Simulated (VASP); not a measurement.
Write the native input for VASP 6.6.1 that does the following.

```yaml
Task: single point
Functional: PBEsol
Potentials_or_basis: VASP PAW PBE potentials, release 64 (Zr_sv)
Cutoff: 520 eV
k_mesh: 12 × 12 × 12
Occupations: fermi-dirac, width 0.1 eV
Spin: no spin polarisation
Dipole_correction: no
Further_INCAR_settings: ALGO = Normal; EDIFF = 1e-06; NBANDS = 19
```

The structure of Zr lies in POSCAR:

```
Zr
1.0
    0.0000000000      2.4362300358      2.4362300358
    2.4362300358      0.0000000000      2.4362300358
    2.4362300358      2.4362300358      0.0000000000
Zr
2
Direct
   -0.1250000000     -0.1250000000     -0.1250000000
    0.1250000000      0.1250000000      0.1250000000
```

This isn't the form of Zr at room conditions, which is hcp.

The input as run:

INCAR

```
  ALGO = Normal
  EDIFF = 1E-6
  ENCUT = 520
  GGA = PS
  ISIF = 2
  ISMEAR = -1
  LASPH = T
  LCHARG = F
  LREAL = F
  LWAVE = F
  NBANDS = 19
  NELM = 100
  PREC = Accurate
  SIGMA = 0.1
```

KPOINTS

```
k-points
0
Gamma
  12 12 12
```

Potentials or basis: VASP PAW PBE potentials, release 64 (Zr_sv).

Launch:

```bash
$ cat potpaw_PBE.64/Zr_sv/POTCAR > POTCAR
$ mpirun -np 1 vasp_std > vasp.out
```

It gave:

```json
{
  "Pressure": "139.2 GPa",
  "Band gap on the k mesh": "zero (bands 12 and 13 overlap by 3.45 eV)"
}
```

Caveat: the cell stands under pressure; the PAW data sets were made with another functional, which shifts forces and pressure a little.

It took 18 s on 1 thread of Intel(R) Xeon(R) 6975P-C (Granite Rapids), with other jobs on the host, peak memory 0.17 GiB.
